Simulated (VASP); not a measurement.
# Rh (P6/mmm) in VASP: a series of runs

Runs on Rh. Level: BLYP. Tasks: single point.

All numbers are computed with VASP 6.6.1; they aren't measurements. Logs are shortened: lines on timing, memory, paths and dates and some standing lists are left out, and cuts for length are marked.

## (1) The cell of the first run

It takes space group P6/mmm (No. 191, hexagonal). The conventional cell has a = 4.532 Å, b = 4.532 Å, c = 2.784 Å, α = 90.00°, β = 90.00°, γ = 120.00°. Within 3.7 Å of Rh (site symmetry 6/mmm) lie 14 Rh at 2.78 to 2.96 Å. Rh (site symmetry -6m2) has 11 Rh at 2.62 to 2.96 Å within 3.5 Å.

## (2) Single point, BLYP (volume scaled by 1.08)

INCAR reads:

```
AGGAC = 1.0 ; AGGAX = 1.0
ALDAC = 0.0 ; ALDAX = 1.0
ALGO = Normal ; EDIFF = 1E-6
ENCUT = 520 ; GGA = B5
ISIF = 2 ; ISMEAR = -1
LASPH = True ; LCHARG = False
LREAL = False ; LWAVE = False
NBANDS = 30 ; NELM = 100
PREC = Accurate ; SIGMA = 0.1
```

KPOINTS reads:

```
k-points
0
Gamma
  9 9 13
```

POSCAR reads:

```
Rh
1.0
    4.5317567770      0.0000000000      0.0000000000
   -2.2658783885      3.9246164926      0.0000000000
    0.0000000000      0.0000000000      2.7836611544
Rh
3
Direct
    0.0000000000      0.0000000000      0.0000000000
    0.3333333333      0.6666666667      0.5000000000
    0.6666666667      0.3333333333      0.5000000000
```

Potentials or basis: VASP PAW PBE potentials, release 64 (Rh_pv).

Run with:

```
> cat potpaw_PBE.64/Rh_pv/POTCAR > POTCAR
> mpirun -np 1 vasp_std > vasp.out
```

OUTCAR:

```text
EDIFF = 1E-6
   ENCUT = 520
   GGA = B5
   ISIF = 2
   ISMEAR = -1
   LASPH = True
   LREAL = False
   NELM = 100
   PREC = Accurate

 ion  position               nearest neighbor table
   1  0.000  0.000  0.000-   2 2.96   3 2.96   2 2.96   3 2.96   2 2.96   2 2.96   3 2.96   3 2.96
                             3 2.96   3 2.96   2 2.96   2 2.96
   2  0.333  0.667  0.500-   3 2.62   3 2.62   3 2.62   1 2.96   1 2.96   1 2.96   1 2.96   1 2.96
                             1 2.96
   3  0.667  0.333  0.500-   2 2.62   2 2.62   2 2.62   1 2.96   1 2.96   1 2.96   1 2.96   1 2.96
                             1 2.96

  LATTYP: Found a hexagonal cell.
 ALAT       =     4.5317567770
 C/A-ratio  =     0.6142565216

  Lattice vectors:

 A1 = (   4.5317567770,   0.0000000000,   0.0000000000)
 A2 = (  -2.2658783885,   3.9246164926,   0.0000000000)
 A3 = (   0.0000000000,   0.0000000000,   2.7836611544)

Analysis of symmetry for initial positions (statically):
=====================================================================
 Subroutine PRICEL returns:
 Original cell was already a primitive cell.

 Routine SETGRP: Setting up the symmetry group for a
 hexagonal supercell.

 Subroutine GETGRP returns: Found 24 space group operations
 (whereof 24 operations were pure point group operations)
 out of a pool of 24 trial point group operations.

The static configuration has the point symmetry D_6h.

Analysis of symmetry for dynamics (positions and initial velocities):
=====================================================================
 Subroutine PRICEL returns:
 Original cell was already a primitive cell.

 Routine SETGRP: Setting up the symmetry group for a
 hexagonal supercell.

 Subroutine GETGRP returns: Found 24 space group operations
 (whereof 24 operations were pure point group operations)
 out of a pool of 24 trial point group operations.

The dynamic configuration has the point symmetry D_6h.

 Subroutine INISYM returns: Found 24 space group operations
 (whereof 24 operations are pure point group operations),
 and found     1 'primitive' translations

----------------------------------------------------------------------------------------

                                     Primitive cell

  volume of cell :      49.5085

  direct lattice vectors                    reciprocal lattice vectors
[... 78 lines left out ...]
   NGXF,Y,Z  is equivalent  to a cutoff of  26.41, 26.41, 28.67 a.u.
 SYSTEM =  unknown system
   PREC   = accura    normal or accurate (medium, high low for compatibility)
   ISTART =      0    job   : 0-new  1-cont  2-samecut
   ICHARG =      2    charge: 1-file 2-atom 10-const
   ISPIN  =      1    spin polarized calculation?
   LNONCOLLINEAR =      F non collinear calculations
   LSORBIT =      F    spin-orbit coupling
   LASPH  =      T    aspherical Exc in radial PAW
   ENCUT  =  520.0 eV  38.22 Ry    6.18 a.u.   8.43  8.43  5.18*2*pi/ulx,y,z
   NELM   =    100;   NELMIN=  2; NELMDL= -5     # of ELM steps
   EDIFF  = 0.1E-05   stopping-criterion for ELM
   LREAL  =      F    real-space projection
[... 7 lines left out ...]
   TEBEG  =    0.0;   TEEND  =   0.0 temperature during run
   PSTRESS=    0.0 pullay stress
   NELECT =      45.0000    total number of electrons
   NUPDOWN=      -1.0000    fix difference up-down
   EMIN   =  10.00;   EMAX   =-10.00  energy-range for DOS
   EFERMI =   0.00;   METHOD = LEGACY
   ISMEAR =    -1;   SIGMA  =   0.10  broadening in eV -4-tet -1-fermi 0-gaus
   EFERMI_NEDOS =   21; number of points for ismear=-14 and -15
   IALGO  =     38    algorithm
   IMIX   =      4    mixing-type and parameters
     AMIX     =   0.40;   BMIX     =  1.00
     AMIX_MAG =   1.60;   BMIX_MAG =  1.00
  volume/ion in A,a.u.               =      16.50       111.37
  Fermi-wavevector in a.u.,A,eV,Ry     =   1.585814  2.996754 34.216018  2.514806
  Thomas-Fermi vector in A             =   2.685221
   LORBIT       =      0    0 simple, 1 ext, 2 COOP (PROOUT), +10 PAW based schemes
   GGA     = B5    functional components
   LHFCALC =     F    Hartree Fock is set to
   AEXX    =    0.0000 exact exchange contribution
   IVDW    =     0    specifies the selected vdW correction
   LEPSILON=     F    determine dielectric tensor
   LRPA    =     F    only Hartree local field effects (RPA)
 non-spin polarized calculation
  energy-cutoff  :      520.00
  volume of cell :       49.51
 maximum number of plane-waves:      1372
 NGX is ok and might be reduce to    36
   NGX = 17   NGY = 17   NGZ = 11

 number of electron      45.0000013 magnetization

 Free energy of the ion-electron system (eV)
  ---------------------------------------------------
  ext. energy  EPLUGINS =         0.00000000
  ---------------------------------------------------
  free energy    TOTEN  =       -17.88317623 eV

  energy without entropy =      -17.64857711  energy(sigma->0) =      -17.76587667

 E-fermi :   9.3863     XC(G=0): -12.2476

 val. band max:        9.3852379402   @ k =   0.2222  -0.0000   0.4615
 cond. band min:       9.3874711387   @ k =   0.4444  -0.0000   0.0000
 fundamental gap:      0.0022331984
 Fermi energy:         9.3863478369

 k-point     1 :       0.0000    0.0000    0.0000
  band No.  band energies     occupation
      1     -36.9490      2.00000
      2     -36.9490      2.00000
      3     -36.6684      2.00000
      4     -36.6684      2.00000
      5     -36.5270      2.00000
      6     -36.4479      2.00000
[... 781 lines left out ...]
     29      21.3491      0.00000
     30      21.3491      0.00000

 [... further k-points ...]

------------------------ aborting loop because EDIFF is reached ----------------------------------------

  FORCE on cell =-STRESS in cart. coord.  units (eV):
  Direction    XX          YY          ZZ          XY          YZ          ZX
  --------------------------------------------------------------------------------------
  -------------------------------------------------------------------------------------
  Total       -3.7709268     -3.7709268     -3.6770485      0.0000000     -0.0000000      0.0000000
  in kB     -122.0333398   -122.0333398   -118.9952836      0.0000000     -0.0000000      0.0000000
  external PRESSURE =    -121.0206544 kB  Pullay stress =       0.0000000 kB

 VOLUME and BASIS-vectors are now :
 -----------------------------------------------------------------------------
  energy-cutoff  :      520.00
  volume of cell :       49.51
      direct lattice vectors                 reciprocal lattice vectors
     4.531756777  0.000000000  0.000000000     0.220664976  0.127400983  0.000000000
    -2.265878389  3.924616493  0.000000000     0.000000000  0.254801966  0.000000000
     0.000000000  0.000000000  2.783661154     0.000000000  0.000000000  0.359239126

 POSITION                                       TOTAL-FORCE (eV/Angst)
 -----------------------------------------------------------------------------------
      0.00000      0.00000      0.00000         0.000000     -0.000000      0.000000
     -0.00000      2.61641      1.39183         0.000000     -0.000000     -0.000000
      2.26588      1.30821      1.39183        -0.000000      0.000000      0.000000
 -----------------------------------------------------------------------------------
    total drift:                               -0.000000      0.000000     -0.000000

  FREE ENERGIE OF THE ION-ELECTRON SYSTEM (eV)
  ---------------------------------------------------
  free  energy   TOTEN  =       -17.8831762333 eV

  energy  without entropy=      -17.6485771139  energy(sigma->0) =      -17.76587667
```

stdout:

```text
POSCAR found type information on POSCAR Rh
 POSCAR found :  1 types and       3 ions
 scaLAPACK will be used
 -----------------------------------------------------------------------------
|                                                                             |
|                                                                             |
|     You enforced a specific xc type in the INCAR file but a different       |
|     I HOPE YOU KNOW WHAT YOU ARE DOING!                                     |
|                                                                             |
 -----------------------------------------------------------------------------

 LDA part: xc-table for (Slater(with rela. corr.)+VWN5), standard interpolation
 POSCAR, INCAR and KPOINTS ok, starting setup
 FFT: planning ... GRIDC
 FFT: planning ... GRID_SOFT
 FFT: planning ... GRID
 WAVECAR not read
 entering main loop
```

Run time: 41 s. Hardware: 1 thread of Intel Xeon 6975P-C (Granite Rapids), shared host; peak memory 0.23 GiB.

Results:

| Property | Result |
| --- | --- |
| Free energy | -17.8832 eV |
| Pressure | -12.1 GPa |

Levels at points of the mesh, in eV from the Fermi level:
```csv
k point,band 21,band 22,band 23,band 24,band 25,band 26
"(0.00, 0.00, 0.00)",-1.28,-1.21,-1.21,0.56,0.56,7.62
```

Caveat: the PAW data sets were made with another functional, which shifts forces and pressure a little.

## (3) Single point, BLYP (volume scaled by 1.12)

INCAR reads:

```
SYSTEM = Rh
PREC = Accurate ; ENCUT = 520
EDIFF = 1E-7 ; ISMEAR = -1
SIGMA = 0.1 ; LREAL = .False.
LASPH = .True. ; NELM = 80
ALGO = Normal ; ISIF = 2
LWAVE = .False. ; LCHARG = .False.
GGA = B5 ; ALDAX = 1.0
AGGAX = 1.0 ; AGGAC = 1.0
ALDAC = 0.0 ; NBANDS = 30
```

KPOINTS reads:

```
Automatic mesh
0
Gamma
  9 9 13
  0 0 0
```

POSCAR reads:

```
Rh
1.0
    4.5870275507      0.0000000000      0.0000000000
   -2.2935137754      3.9724823868      0.0000000000
    0.0000000000      0.0000000000      2.8176115877
Rh
3
Direct
    0.0000000000      0.0000000000      0.0000000000
    0.3333333333      0.6666666667      0.5000000000
    0.6666666667      0.3333333333      0.5000000000
```

Potentials or basis: VASP PAW PBE potentials, release 64 (Rh_pv).

Run with:

```
> cat potpaw_PBE.64/Rh_pv/POTCAR > POTCAR
> mpirun -np 1 vasp_std > vasp.out
```

It took 47 s on 1 thread of Intel Xeon 6975P-C (Granite Rapids), shared host; peak memory 0.23 GiB.

The run converged. Its results:

```
Free energy : -17.7209 eV
Pressure    : -16.3 GPa
```

Stress tensor (GPa, compression positive):
```
-16.51   0.00   0.00
  0.00 -16.51   0.00
  0.00   0.00 -15.80
```

Levels at points of the mesh, in eV from the Fermi level:
```tsv
k point	band 20	band 21	band 22	band 23	band 24	band 25	band 26	band 27
(0.00, 0.00, 0.00)	-1.21	-1.21	-1.14	-1.14	0.52	0.52	7.41	7.41
```

Caveat: the PAW data sets were made with another functional, which shifts forces and pressure a little.
